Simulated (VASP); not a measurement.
Wanted: the native input for a VASP 6.6.1 run.

```yaml
Task: single point
Functional: PBE
Potentials_or_basis: VASP PAW PBE potentials, release 64 (Na_pv, Cl)
Cutoff: 520 eV
k_mesh: 8 × 8 × 8
Occupations: fermi-dirac, width 0.02 eV
Spin: no spin polarisation
Dipole_correction: no
Further_INCAR_settings: ALGO = Normal; EDIFF = 1e-06; NBANDS = 14
```

The structure of NaCl lies in POSCAR:

```
NaCl
1.0
    0.0351940362      2.8098658733      2.8098658733
    2.8098658733      0.0351940362      2.8098658733
    2.8098658733      2.8098658733      0.0351940362
Na Cl
1 1
Direct
    0.0000000000      0.0000000000      0.0000000000
    0.5000000000      0.5000000000      0.5000000000
```

This cell differs from its parent crystal: epitaxial 111 strain -1.0%.

One way to write it, as run:

INCAR

```
  PREC = Accurate
  ENCUT = 520
  EDIFF = 1E-6
  ISMEAR = -1
  SIGMA = 0.02
  LREAL = False
  LASPH = True
  NELM = 80
  ALGO = Normal
  ISIF = 2
  LWAVE = False
  LCHARG = False
  GGA = PE
  NBANDS = 14
```

KPOINTS

```
Automatic mesh
0
Gamma
  8 8 8
```

Potentials or basis: VASP PAW PBE potentials, release 64 (Na_pv, Cl).

Launch:

```bash
$ cat potpaw_PBE.64/Na_pv/POTCAR potpaw_PBE.64/Cl/POTCAR > POTCAR
$ mpirun -np 1 vasp_std > vasp.out
```

Results of the run:

```json
{"Pressure": "1.6 GPa", "Band gap on the k mesh": "5.20 eV, direct"}
```

Caveat: the cell differs from its parent crystal (epitaxial 111 strain -1.0%).

Run time: 15 s on 1 thread of Intel(R) Xeon(R) 6975P-C (Granite Rapids), on a shared host, peak memory 0.18 GiB.
